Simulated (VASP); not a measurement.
Runs of VASP 6.6.1 on CaO. The structure is that of space group Fm-3m (No. 225), or close to it. The cells are those of the table. 

```tsv
task	cell	k mesh	cutoff (eV)	smearing	gap on the mesh (eV)	pressure (GPa)	relaxed volume (Å³/atom)
relaxation of cell and atoms	relaxed from a = 3.470 Å, angles 60.0°, 2 atoms	8 × 8 × 8	600	gaussian 0.1 eV	3.43	0.0	13.12
single point	a = 3.332 Å, angles 60.0°, 2 atoms	8 × 8 × 8	520	gaussian 0.1 eV	3.42	0.7	-
single point	a = 3.329 Å, angles 60.0°, 2 atoms	12 × 12 × 12	520	gaussian 0.02 eV	3.42	1.0	-
relaxation of cell and atoms	relaxed from a = 3.332 Å, angles 60.0°, 2 atoms	12 × 12 × 12	600	gaussian 0.02 eV	3.43	0.0	(b)
single point	a = 3.470 Å, angles 60.0°, 2 atoms	6 × 6 × 6	520	gaussian 0.1 eV	(a)	-11.6	-
```

Alike in all rows: level LDA; potentials or basis VASP PAW LDA potentials, release 64 (Ca_sv, O); no spin polarisation.

Problem. Estimate the missing entries.

Solution. (a) 3.48; (b) 13.13.

Caveats: the cell stands under tension (at least some runs).

A k mesh can miss the band edges.
